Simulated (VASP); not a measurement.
Set up this calculation in VASP 6.6.1, as the native input.

- Task: single point
- Functional: PBEsol
- Potentials or basis: VASP PAW PBE potentials, release 64 (C, H)
- Cutoff: 520 eV
- k mesh: 4 × 3 × 1
- Occupations: fermi-dirac, width 0.05 eV
- Spin: collinear spin
- Dipole correction: no
- Further INCAR settings: ALGO = Normal; EDIFF = 1e-06; NBANDS = 64; NELMDL = -8

The structure of HC5 lies in POSCAR:

```
HC5
1.0
    1.7769010000     -1.7769010000      0.0000000000
    0.0000000000      0.0000000000      3.5538030000
  -18.9562120000    -18.9562120000      0.0000000000
C H
20 4
Direct
    0.0119200000      0.0073760000      0.6647060000
    0.9953420000      0.0032340000      0.4776710000
    0.0059140000      0.9982490000      0.2899300000
    0.0078300000      0.2581750000      0.6172820000
    0.0114570000      0.2502640000      0.4295010000
    0.9938090000      0.0074890000      0.5708730000
    0.9933410000      0.0022150000      0.3824720000
    0.0189450000      0.2423810000      0.7110630000
    0.9974130000      0.2533970000      0.5237420000
    0.9875570000      0.2414310000      0.3352280000
    0.5013510000      0.5006760000      0.6170540000
    0.4877480000      0.4877750000      0.4282640000
    0.5056130000      0.7579910000      0.5704020000
    0.4922450000      0.7478110000      0.3846490000
    0.5004640000      0.5061220000      0.7109230000
    0.4923020000      0.4904320000      0.5229400000
    0.4985380000      0.4963410000      0.3364650000
    0.4973110000      0.7506630000      0.6638900000
    0.5014350000      0.7522260000      0.4767270000
    0.4958570000      0.7440920000      0.2896230000
    0.9911320000      0.1870540000      0.2553230000
    0.9945250000      0.0728710000      0.7466350000
    0.4974580000      0.6937450000      0.7471120000
    0.5076020000      0.5584720000      0.2552540000
```

These files were run (other wordings do the same):

INCAR

```
SYSTEM = HC5
ALGO = Normal
EDIFF = 1E-6
ENCUT = 520
GGA = PS
GGA_COMPAT = .FALSE.
ISIF = 2
ISMEAR = -1
ISPIN = 2
LASPH = .TRUE.
LCHARG = .FALSE.
LORBIT = 11
LREAL = .FALSE.
LWAVE = .FALSE.
MAGMOM = 0.042 0.042 0.042 0.042 0.042 0.042 0.042 0.042 0.042 0.042 0.042 0.042 0.042 0.042 0.042 0.042 0.042 0.042 0.042 0.042 0.042 0.042 0.042 0.042
NBANDS = 64
NELM = 200
NELMDL = -8
PREC = Accurate
SIGMA = 0.05
```

KPOINTS

```
k-points
0
G
  4 3 1
  0 0 0
```

Potentials or basis: VASP PAW PBE potentials, release 64 (C, H).

The run is started by

```sh
$ cat potpaw_PBE.64/C/POTCAR potpaw_PBE.64/H/POTCAR > POTCAR
$ mpirun -np 1 vasp_std > vasp.out
```

Results of the run:

```
Largest force                                         : 3.748 eV/Å
Band gap on the k mesh                                : 2.04 eV
Net moment                                            : 0.00 μB per cell
Valence electrons inside the program's atomic spheres : C 2.58, 2.57, 2.59, 2.60, 2.62, 2.61, 2.56, 2.53, 2.55 (each value once); H 0.65, 0.66, 0.63 (each value once)
```

Caveat: the k points lie up to 0.63 Å⁻¹ apart; the PAW data sets were made with another functional, which shifts forces and pressure a little.

It took 7.1 min on 1 thread of AMD EPYC 7R13 Processor (Zen 3) (shared host), peak memory 0.44 GiB.
